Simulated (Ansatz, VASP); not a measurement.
# One calculation of LiH, two programs

```
Li H
1.0
     0.00000    2.07112    2.07112
     2.07112    0.00000    2.07112
     2.07112    2.07112    0.00000
Li H
1 1
Direct
  0.00000 0.00000 0.00000
  0.25000 0.25000 0.25000
```

Change from the starting cell: hydrostatic strain -3.5%.

Alike in both runs: task single point; functional r2SCAN; k mesh 10 × 10 × 10; no spin polarisation.

```csv
,VASP,Ansatz
version,VASP 6.6.1,Ansatz 0.2.0
potentials or method,"VASP PAW PBE potentials, release 64 (Li_sv, H)","plane waves, PAW"
plane-wave cutoff (eV),520,500
occupations,"gaussian, width 0.01 eV",fixed
valence electrons in the cell,4,4
```

Ansatz gave:

| Property | Result |
| --- | --- |
| gap on the k mesh at the Fermi level (eV) | 4.93 |

**Question.** Estimate VASP's values.

**Answer.** gap on the k mesh at the Fermi level (eV): 4.97.

VASP's potentials were made for PBE, not for r2SCAN.

Noted on VASP's run: the cutoff is short for stress, so the pressure is rough.
